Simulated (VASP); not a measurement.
Write the native input for VASP 6.6.1 that does the following.

```
Task                   : single point
Functional             : LDA
Potentials or basis    : VASP PAW LDA potentials, release 64 (Mg)
Cutoff                 : 520 eV
k mesh                 : 14 × 14 × 14
Occupations            : fermi-dirac, width 0.1 eV
Spin                   : no spin polarisation
Dipole correction      : no
Further INCAR settings : ALGO = Normal; EDIFF = 1e-07; NBANDS = 7
```

The structure of Mg lies in POSCAR:

```
Mg
1.0
   -1.7540232708      1.7540232708      1.7540232708
    1.7540232708     -1.7540232708      1.7540232708
    1.7540232708      1.7540232708     -1.7540232708
Mg
1
Direct
    0.0000000000      0.0000000000      0.0000000000
```

The input as run:

INCAR

```
ALGO = Normal ; EDIFF = 1E-7
ENCUT = 520 ; ISIF = 2
ISMEAR = -1 ; LASPH = T
LCHARG = F ; LREAL = F
LWAVE = F ; NBANDS = 7
NELM = 80 ; PREC = Accurate
SIGMA = 0.1
```

KPOINTS

```
k-points
0
Gamma
  14 14 14
```

Potentials or basis: VASP PAW LDA potentials, release 64 (Mg).

Launch:

```bash
$ cat potpaw_LDA.64/Mg/POTCAR > POTCAR
$ mpirun -np 1 vasp_std > vasp.out
```

It gave:

* Pressure: -0.3 GPa
* Band gap on the k mesh: zero (band 1 reaches 6.81 eV, above the bottom of band 2 at 1.88 eV)

Run time: 26 s on 1 thread of Intel Xeon 6975P-C, on a shared host, peak memory 0.1 GiB.
